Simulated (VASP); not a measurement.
Here is a VASP 6.6.1 calculation.

The input INCAR:

```
SYSTEM = GaP
  PREC = Accurate
  ENCUT = 520
  EDIFF = 1E-6
  ISMEAR = 0
  SIGMA = 0.05
  LREAL = .FALSE.
  LASPH = .TRUE.
  NELM = 60
  ALGO = Normal
  ISIF = 2
  LWAVE = .FALSE.
  LCHARG = .TRUE.
  GGA = PE
  LELF = .TRUE.
  LVHAR = .TRUE.
  NBANDS = 16
```

Contents of KPOINTS:

```
Automatic mesh
0
G
  10 10 10
  0 0 0
```

POSCAR

```
GaP
1.0
    0.0000000000      2.6324288449      2.7768236761
    2.7768236761      0.0000000000      2.7768236761
    2.7768236761      2.6324288449      0.0000000000
Ga P
1 1
Direct
    0.0000000000      0.0000000000      0.0000000000
    0.7500000000      0.7500000000      0.7500000000
```

Potentials or basis: VASP PAW PBE potentials, release 64 (Ga_d, P).

Launch:

```bash
$ cat potpaw_PBE.64/Ga_d/POTCAR potpaw_PBE.64/P/POTCAR > POTCAR
$ mpirun -np 1 vasp_std > vasp.out
```

Q: What does it give for the pressure?

A: 2.1 GPa.

Q: What does it give for the band gap on the k mesh?

A: 1.11 eV (least direct gap 1.60 eV).

Stress tensor (GPa, compression positive):
```
0.93 0.00 0.00
0.00 4.47 0.00
0.00 0.00 0.93
```

A k mesh can miss the band edges. Expect the measured gap to be larger: semilocal functionals such as PBE lack the derivative discontinuity.
